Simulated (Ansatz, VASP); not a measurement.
**One calculation of MoS2, two programs**

File INCAR:

```
SYSTEM = MoS2
ALGO = Normal
EDIFF = 1E-6
ENCUT = 520
GGA = PE
ISIF = 2
ISMEAR = 0
IVDW = 12
LASPH = .True.
LCHARG = .False.
LREAL = .False.
LWAVE = .False.
NBANDS = 35
NELM = 60
PREC = Accurate
SIGMA = 0.05
```

Contents of KPOINTS:

```
k-points
0
Gamma
  12 12 4
  0 0 0
```

Contents of POSCAR:

```
MoS2
1.0
    3.1965913925      0.0000000000      0.0000000000
   -1.5982956962      2.7683293514      0.0000000000
    0.0000000000      0.0000000000     11.9093925757
Mo S
2 4
Direct
    0.3333333333      0.6666666667      0.2500000000
    0.6666666667      0.3333333333      0.7500000000
    0.3333333333      0.6666666667      0.6204905688
    0.6666666667      0.3333333333      0.1204905688
    0.3333333333      0.6666666667      0.8795094312
    0.6666666667      0.3333333333      0.3795094312
```

Input for Ansatz:

```yaml
crystal:
  lattice:
    - [3.1965913925, 0.0, 0.0]
    - [-1.5982956962, 2.7683293514, 0.0]
    - [0.0, 0.0, 11.9093925757]
  atoms:
    - { symbol: Mo, position: [0.3333333333, 0.6666666667, 0.25] }
    - { symbol: Mo, position: [0.6666666667, 0.3333333333, 0.75] }
    - { symbol: S, position: [0.3333333333, 0.6666666667, 0.6204905688] }
    - { symbol: S, position: [0.6666666667, 0.3333333333, 0.1204905688] }
    - { symbol: S, position: [0.3333333333, 0.6666666667, 0.8795094312] }
    - { symbol: S, position: [0.6666666667, 0.3333333333, 0.3795094312] }
basis:
  ecutwfc: 420
kpoints:
  mp_grid: { grid: [12, 12, 4] }
hamiltonian:
  xc: pbe
  dispersion: d3bj
scf:
  occupations: { method: gaussian, width: 0.05 }
output:
  forces: true
  stress: true
  eigenvalues: true
```

Change from the starting cell: strain +0.015 along x and y, -0.015 along z, atoms carried along.

Alike in both runs: task single point; functional PBE; dispersion D3(BJ); k mesh 12 × 12 × 4; occupations gaussian, width 0.05 eV; no spin polarisation.

```csv
,VASP,Ansatz
version,VASP 6.6.1,Ansatz 0.2.0
potentials or method,"VASP PAW PBE potentials, release 64 (Mo_sv, S), cutoff 520 eV","scalar-relativistic, plane waves, PAW"
valence electrons in the cell,52,52
```

|  | VASP | Ansatz | Ansatz less VASP |
| --- | --- | --- | --- |
| gap on the k mesh at the Fermi level (eV) | 0.70 | 0.68 | -0.020 |
| least direct gap on the mesh (eV) | 1.53 | 1.52 | -0.004 |
| pressure (GPa) | -2.0 | -1.8 | +0.14 |
| traceless stress, the component that is largest in VASP (GPa) | 3.48 | 3.51 | +0.034 |
| rms of the force components (eV/Å) | 0.051 | 0.058 | +0.0063 |

Atom by atom the forces differ by 0.006 eV/Å (rms over components).
